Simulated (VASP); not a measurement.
## BiTe: single point with PBE

Crystal: BiTe.

```
Bi Te
1.0
     2.30157    1.32881    3.48316
    -2.30157    1.32881    3.48316
     0.00000   -2.65763    3.48316
Bi Te
1 1
Direct
  0.50000 0.50000 0.50000
  0.00000 0.00000 0.00000
```

This cell differs from its parent crystal: strain -0.050 along x and y, +0.050 along z.

```json
{"Program": "VASP 6.6.1", "Task": "single point", "Functional": "PBE", "Potentials or basis": "VASP PAW PBE potentials, release 64 (Bi_d, Te)", "Cutoff": "520 eV", "k mesh": "12 × 12 × 12", "Occupations": "gaussian, width 0.15 eV", "Spin": "no spin polarisation"}
```

```json
{
 "Pressure": "3.8 GPa",
 "Band gap on the k mesh": "zero (an odd number of electrons rules out a gap without spin polarisation)"
}
```

Stress tensor (GPa, compression positive):
```
3.97 0.00 0.00
0.00 3.97 0.00
0.00 0.00 3.39
```

Levels at points of the mesh, in eV from the Fermi level:
```
           k point  band 8  band 9  band 10  band 11  band 12  band 13
(0.00, 0.00, 0.00)   -2.93   -2.93    -2.25     2.10     2.38     2.38
(0.50, 0.00, 0.00)   -2.06   -1.93    -1.41    -0.90    -0.75    -0.29
(0.50, 0.50, 0.00)   -6.06   -4.55    -4.02     2.05     3.68     3.90
(0.50, 0.50, 0.50)   -2.28   -2.28    -1.93    -1.23    -1.04    -1.04
```

Run time: 82 s on 1 thread of Intel(R) Xeon(R) 6975P-C (Granite Rapids), with other jobs on the host, peak memory 0.36 GiB.

Caveat: the cell differs from its parent crystal (strain -0.050 along x and y, +0.050 along z); the cell stands under pressure; spin-orbit coupling is left out, which moves the levels of the heavy elements.
